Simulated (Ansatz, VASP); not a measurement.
AlN: VASP beside Ansatz

File POSCAR:

```
AlN
1.0
    2.1849006262     -2.1849006262      0.0000000000
    2.1849006262      0.0000000000     -2.1849006262
    9.6135627552      7.8656422542      8.7396025047
Al N
6 6
Direct
    0.8416800000      0.0000000000      0.3958000000
    0.2416800000      0.3333333333      0.2291333333
    0.4416800000      0.6666666667      0.5624666667
    0.6416800000      1.0000000000      0.8958000000
    0.0416800000      0.3333333333      0.7291333333
    0.6416800000      0.6666666667      0.0624666667
    0.4916800000      0.6666666667      0.4374666667
    0.8916800000      1.0000000000      0.2708000000
    0.0916800000      0.3333333333      0.6041333333
    0.2916800000      0.6666666667      0.9374666667
   -0.3083200000      0.0000000000      0.7708000000
    0.2916800000      0.3333333333      0.1041333333
```

File INCAR.step1:

```
SYSTEM = AlN
  PREC = Accurate
  ENCUT = 520
  ISMEAR = 0
  SIGMA = 0.05
  LREAL = .False.
  LASPH = .True.
  NELM = 60
  NBANDS = 36
  GGA = PE
  ALGO = Normal
  EDIFF = 1E-4
  LWAVE = .True.
  LCHARG = .False.
```

INCAR.step2

```
SYSTEM = AlN
  PREC = Accurate
  ENCUT = 520
  EDIFF = 1E-7
  ISMEAR = 0
  SIGMA = 0.05
  LREAL = .False.
  LASPH = .True.
  NELM = 60
  ALGO = Normal
  ISIF = 2
  LWAVE = .False.
  LCHARG = .False.
  METAGGA = R2SCAN
  LMIXTAU = .True.
  NBANDS = 36
  ISTART = 1
```

File KPOINTS:

```
regular mesh
0
Gamma
  8 8 2
  0 0 0
```

Input for Ansatz:

```yaml
crystal:
  lattice:
    - [2.1849006262, -2.1849006262, 0.0]
    - [2.1849006262, 0.0, -2.1849006262]
    - [9.6135627552, 7.8656422542, 8.7396025047]
  atoms:
    - { symbol: Al, position: [0.84168, 0.0, 0.3958] }
    - { symbol: Al, position: [0.24168, 0.3333333333, 0.2291333333] }
    - { symbol: Al, position: [0.44168, 0.6666666667, 0.5624666667] }
    - { symbol: Al, position: [0.64168, 1.0, 0.8958] }
    - { symbol: Al, position: [0.04168, 0.3333333333, 0.7291333333] }
    - { symbol: Al, position: [0.64168, 0.6666666667, 0.0624666667] }
    - { symbol: "N", position: [0.49168, 0.6666666667, 0.4374666667] }
    - { symbol: "N", position: [0.89168, 1.0, 0.2708] }
    - { symbol: "N", position: [0.09168, 0.3333333333, 0.6041333333] }
    - { symbol: "N", position: [0.29168, 0.6666666667, 0.9374666667] }
    - { symbol: "N", position: [-0.30832, 0.0, 0.7708] }
    - { symbol: "N", position: [0.29168, 0.3333333333, 0.1041333333] }
basis:
  ecutwfc: 500
kpoints:
  mp_grid: { grid: [8, 8, 2] }
hamiltonian:
  xc: r2scan
scf:
  occupations: { method: gaussian, width: 0.05 }
output:
  forces: true
  stress: true
  eigenvalues: true
```

Alike in both runs: task single point; functional r2SCAN; k mesh 8 × 8 × 2; occupations gaussian, width 0.05 eV; no spin polarisation.

```csv
,VASP,Ansatz
version,VASP 6.6.1,Ansatz 0.2.0
potentials or method,"VASP PAW PBE potentials, release 64 (Al, N), cutoff 520 eV","scalar-relativistic, plane waves, PAW"
valence electrons in the cell,48,48
```

```tsv
	VASP	Ansatz	Ansatz less VASP
gap on the k mesh at the Fermi level (eV)	3.58	3.58	+0.009
least direct gap on the mesh (eV)	3.79	3.80	+0.011
pressure (GPa)	-1.6	-1.2	+0.39
traceless stress, the component that is largest in VASP (GPa)	5.42	5.41	-0.005
rms of the force components (eV/Å)	0.324	0.324	+0.0004
```

VASP's potentials were made for PBE, not for r2SCAN. Atom by atom the forces differ by 0.004 eV/Å (rms over components). With one functional, cell and mesh, what is left measures potentials, basis and numerics.
